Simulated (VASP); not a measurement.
# InSe in VASP: single point with PBE+D3(BJ)

Aim: the single point of InSe with PBE+D3(BJ).

All numbers are computed with VASP 6.6.1; they aren't measurements. Logs are shortened: lines on timing, memory, paths and dates and some standing lists are left out, and cuts for length are marked.

### Step 1. The cell of the first run

The cell holds a slab with vacuum, 8 atoms: a = 4.027 Å, b = 4.027 Å, c = 28.271 Å, α = 90.00°, β = 90.00°, γ = 120.00°.

### Step 2. Single point, PBE+D3(BJ) (layers slid over each other)

The input, INCAR:

```
SYSTEM = InSe
ALGO = Normal ; DIPOL = 0.5 0.5 0.413
EDIFF = 1E-6 ; ENCUT = 520
GGA = PE ; IDIPOL = 3
ISIF = 2 ; ISMEAR = 0
IVDW = 12 ; LASPH = .True.
LCHARG = .False. ; LDIPOL = .True.
LREAL = .False. ; LWAVE = .False.
NBANDS = 48 ; NELM = 100
PREC = Accurate ; SIGMA = 0.05
```

The input, KPOINTS:

```
k-points
0
Gamma
  9 9 1
  0 0 0
```

The input, POSCAR:

```
InSe
1.0
    4.0266103653      0.0000000000      0.0000000000
   -2.0133051827      3.4871468675      0.0000000000
    0.0000000000      0.0000000000     28.2707107737
Se In
4 4
Direct
    0.0000000000      0.0000000000      0.1591753400
    0.0000000000      0.0000000000      0.3496677344
    0.1111111111      0.4444444444      0.4755931145
    0.1111111111      0.4444444444      0.6660855089
    0.6666666667      0.3333333333      0.2049979902
    0.6666666667      0.3333333333      0.3038451596
    0.7777777778      0.7777777778      0.5214157648
    0.7777777778      0.7777777778      0.6202629341
```

Potentials or basis: VASP PAW PBE potentials, release 64 (Se, In_d).

The run is started by

```bash
$ cat potpaw_PBE.64/Se/POTCAR potpaw_PBE.64/In_d/POTCAR > POTCAR
$ mpirun -np 1 vasp_std > vasp.out
```

OUTCAR:

```text
SYSTEM = InSe
   EDIFF = 1E-6
   ENCUT = 520
   GGA = PE
   ISIF = 2
   ISMEAR = 0
   IVDW = 12
   LASPH = .True.
   LREAL = .False.
   NELM = 100
   PREC = Accurate
 IVDW          = 12

 ion  position               nearest neighbor table
   1  0.000  0.000  0.159-   5 2.66   5 2.66   5 2.66
   2  0.000  0.000  0.350-   6 2.66   6 2.66   6 2.66
   3  0.111  0.444  0.476-   7 2.66   7 2.66   7 2.66
   4  0.111  0.444  0.666-   8 2.66   8 2.66   8 2.66
   5  0.667  0.333  0.205-   1 2.66   1 2.66   1 2.66   6 2.79
   6  0.667  0.333  0.304-   2 2.66   2 2.66   2 2.66   5 2.79
   7  0.778  0.778  0.521-   3 2.66   3 2.66   3 2.66   8 2.79
   8  0.778  0.778  0.620-   4 2.66   4 2.66   4 2.66   7 2.79

  LATTYP: Found a hexagonal cell.
 ALAT       =     4.0266103653
 C/A-ratio  =     7.0209700490

  Lattice vectors:

 A1 = (   4.0266103653,   0.0000000000,   0.0000000000)
 A2 = (  -2.0133051827,   3.4871468675,   0.0000000000)
 A3 = (   0.0000000000,   0.0000000000,  28.2707107737)

Analysis of symmetry for initial positions (statically):
=====================================================================
 Subroutine PRICEL returns:
 Original cell was already a primitive cell.

 Routine SETGRP: Setting up the symmetry group for a
 hexagonal supercell.

 Subroutine GETGRP returns: Found  1 space group operations
 (whereof  1 operations were pure point group operations)
 out of a pool of 24 trial point group operations.

The static configuration has the point symmetry C_1 .

Analysis of symmetry for dynamics (positions and initial velocities):
=====================================================================
 Subroutine PRICEL returns:
 Original cell was already a primitive cell.

 Routine SETGRP: Setting up the symmetry group for a
 hexagonal supercell.

 Subroutine GETGRP returns: Found  1 space group operations
 (whereof  1 operations were pure point group operations)
 out of a pool of 24 trial point group operations.

The dynamic configuration has the point symmetry C_1 .

 Subroutine INISYM returns: Found  1 space group operations
 (whereof  1 operations are pure point group operations),
 and found     1 'primitive' translations

----------------------------------------------------------------------------------------

                                     Primitive cell

  volume of cell :     396.9598

  direct lattice vectors                    reciprocal lattice vectors
     4.026610365  0.000000000  0.000000000     0.248347843  0.143383694  0.000000000
    -2.013305183  3.487146867  0.000000000     0.000000000  0.286767388  0.000000000
[... 114 lines left out ...]
   IALGO  =     38    algorithm
   IMIX   =      4    mixing-type and parameters
     AMIX     =   0.40;   BMIX     =  1.00
     AMIX_MAG =   1.60;   BMIX_MAG =  1.00
  volume/ion in A,a.u.               =      49.62       334.85
  Fermi-wavevector in a.u.,A,eV,Ry     =   0.943548  1.783047 12.113024  0.890282
  Thomas-Fermi vector in A             =   2.071266
   LORBIT       =      0    0 simple, 1 ext, 2 COOP (PROOUT), +10 PAW based schemes
   GGA     = PE    functional components
   LHFCALC =     F    Hartree Fock is set to
   AEXX    =    0.0000 exact exchange contribution
   IVDW    =    12    specifies the selected vdW correction
   LEPSILON=     F    determine dielectric tensor
   LRPA    =     F    only Hartree local field effects (RPA)
 non-spin polarized calculation
 Gauss-broadening in eV      SIGMA  =   0.05
  energy-cutoff  :      520.00
  volume of cell :      396.96
 maximum number of plane-waves:     10749
 NGX is ok and might be reduce to    30
   NGX = 15   NGY = 15   NGZ =105

 dipolmoment           0.000000      0.000000     -0.000004 electrons x Angstroem

 number of electron      75.9999999 magnetization

 dipolmoment           0.000000      0.000000      0.000037 electrons x Angstroem

 Free energy of the ion-electron system (eV)
  ---------------------------------------------------
  ext. energy  EPLUGINS =         0.00000000
  ---------------------------------------------------
  free energy    TOTEN  =       -28.39862643 eV

  energy without entropy =      -28.39862643  energy(sigma->0) =      -28.39862643

 E-fermi :   0.0148     XC(G=0):  -5.6875

 val. band max:       -0.2649206862   @ k =   0.1111   0.0000   0.0000
 cond. band min:       0.9496246181   @ k =   0.0000   0.0000   0.0000
 fundamental gap:      1.2145453042
 Fermi energy:         0.0147550763

 k-point     1 :       0.0000    0.0000    0.0000
  band No.  band energies     occupation
      1     -14.5173      2.00000
      2     -14.5170      2.00000
      3     -14.3342      2.00000
      4     -14.3338      2.00000
      5     -14.3336      2.00000
      6     -14.3335      2.00000
[... 1213 lines left out ...]
     47       4.4874      0.00000
     48       4.5525      0.00000

 [... further k-points ...]

------------------------ aborting loop because EDIFF is reached ----------------------------------------

 vacuum level on the upper side and lower side of the slab       (xc-potential included)        -0.143        -0.144

 Edisp (eV)   -1.98807

 E8    (eV) :    -0.9321

  FORCE on cell =-STRESS in cart. coord.  units (eV):
  Direction    XX          YY          ZZ          XY          YZ          ZX
  --------------------------------------------------------------------------------------
  -------------------------------------------------------------------------------------
  Total      -0.08934    -0.02853    -0.40074    -0.02944     0.09576    -0.01912
  in kB      -0.36058    -0.11513    -1.61744    -0.11884     0.38650    -0.07717
  external pressure =       -0.70 kB  Pullay stress =        0.00 kB

 VOLUME and BASIS-vectors are now :
 -----------------------------------------------------------------------------
  energy-cutoff  :      520.00
  volume of cell :      396.96
      direct lattice vectors                 reciprocal lattice vectors
     4.026610365  0.000000000  0.000000000     0.248347843  0.143383694  0.000000000
    -2.013305183  3.487146867  0.000000000     0.000000000  0.286767388  0.000000000
     0.000000000  0.000000000 28.270710774     0.000000000  0.000000000  0.035372298

 POSITION                                       TOTAL-FORCE (eV/Angst)
 -----------------------------------------------------------------------------------
      0.00000      0.00000      4.50000        -0.000200     -0.000926     -0.011998
      0.00000      0.00000      9.88536         0.002106     -0.025197      0.063701
     -0.44740      1.54984     13.44536        -0.006902      0.020352     -0.064353
     -0.44740      1.54984     18.83071        -0.000380      0.000354      0.011885
      2.01331      1.16238      5.79544        -0.000198     -0.002245      0.014115
      2.01331      1.16238      8.58992         0.002891      0.005498      0.018744
      1.56590      2.71223     14.74079         0.003608      0.001194     -0.017872
      1.56590      2.71223     17.53527        -0.000925      0.000971     -0.014222
 -----------------------------------------------------------------------------------
    total drift:                                0.000195      0.000181     -0.000304

  FREE ENERGIE OF THE ION-ELECTRON SYSTEM (eV)
  ---------------------------------------------------
  free  energy   TOTEN  =       -30.3866969943 eV

  energy  without entropy=      -30.3866969943  energy(sigma->0) =      -30.38669699

 vacuum level on the upper side and lower side of the slab         5.354         5.353
```

OSZICAR:

```text
N       E                     dE             d eps       ncg     rms          rms(c)
DAV:   1     0.718613245054E+03    0.71861E+03   -0.32734E+04  4096   0.150E+03
DAV:   2     0.734141555762E+02   -0.64520E+03   -0.62612E+03  4120   0.381E+02
DAV:   3    -0.231069711622E+02   -0.96521E+02   -0.94374E+02  4784   0.176E+02
[... 15 lines left out ...]
DAV:  19    -0.283986124677E+02   -0.11686E-04   -0.21894E-07  2848   0.644E-03    0.796E-04
DAV:  20    -0.283986183057E+02   -0.58380E-05   -0.80689E-08  2656   0.266E-03    0.855E-04
DAV:  21    -0.283986235271E+02   -0.52213E-05   -0.10940E-07  2648   0.268E-03    0.646E-04
DAV:  22    -0.283986258474E+02   -0.23204E-05   -0.57290E-08  2536   0.217E-03    0.319E-04
DAV:  23    -0.283986264321E+02   -0.58471E-06   -0.21524E-08  2392   0.929E-04
   1 F= -.30386697E+02 E0= -.30386697E+02  d E =-.264706E-16
```

stdout:

```text
POSCAR found type information on POSCAR SeIn
 POSCAR found :  2 types and       8 ions
 scaLAPACK will be used
 LDA part: xc-table for (Slater+PW92), standard interpolation
 POSCAR, INCAR and KPOINTS ok, starting setup
 FFT: planning ... GRIDC
 FFT: planning ... GRID_SOFT
 FFT: planning ... GRID
 WAVECAR not read
 entering main loop
```

It took 35 min on 1 thread of Oxide Virtual Turin-like, shared host; peak memory 0.8 GiB.

What came out:

* Free energy: -30.3867 eV
* Largest force: 0.069 eV/Å
* Band gap on the k mesh: 1.21 eV (least direct gap 1.26 eV)
* Dispersion energy per atom: -0.249 eV

Forces in eV/Å, atoms in the order of the input:
```
Se   0.000 -0.001 -0.012
Se   0.002 -0.025  0.064
Se  -0.007  0.020 -0.064
Se   0.000  0.000  0.012
In   0.000 -0.002  0.014
In   0.003  0.005  0.019
In   0.004  0.001 -0.018
In  -0.001  0.001 -0.014
```

Caveat: the cell differs from its parent crystal (layers slid over each other); spin-orbit coupling is left out, which moves the levels of the heavy elements.
